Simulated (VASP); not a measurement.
Runs of VASP 6.6.1 on K2S. The structure is cubic, space group Fm-3m (No. 225). Conventional cell: a = 7.406 Å, b = 7.406 Å, c = 7.406 Å, α = 90.00°, β = 90.00°, γ = 90.00°. Within 4.2 Å of S (site symmetry m-3m) lie 8 K at 3.21 Å. K (site symmetry -43m) has 4 S at 3.21 Å and 6 K at 3.70 Å within 4.2 Å. 

```csv
level,cutoff (eV),grid for exact exchange (PRECFOCK),share of exact exchange,screening parameter,gap on the mesh (eV),pressure (GPa)
PBE-based screened hybrid with 30 % exact exchange,400,Normal,0.3,0.2078 1/Å,3.50,0.1
PBE,500,-,-,-,(b),0.5
HSE06,400,Normal,0.25,0.2079 1/Å,(a),0.2
PBE-based screened hybrid with 40 % exact exchange,400,Normal,0.4,0.5 1/Å,3.07,0.1
```

Alike in all rows: task single point; potentials or basis VASP PAW PBE potentials, release 64 (S, K_sv); no spin polarisation; cell as given; k mesh 4 × 4 × 4; smearing gaussian 0.01 eV.

Q: Estimate the missing entries.

A: (a) 3.31; (b) 2.38.

Caveats: the structure was generated, so it needn't be the stable form of K2S; the PAW data sets were made with another functional, which shifts forces and pressure a little (at least some runs).

A k mesh can miss the band edges.
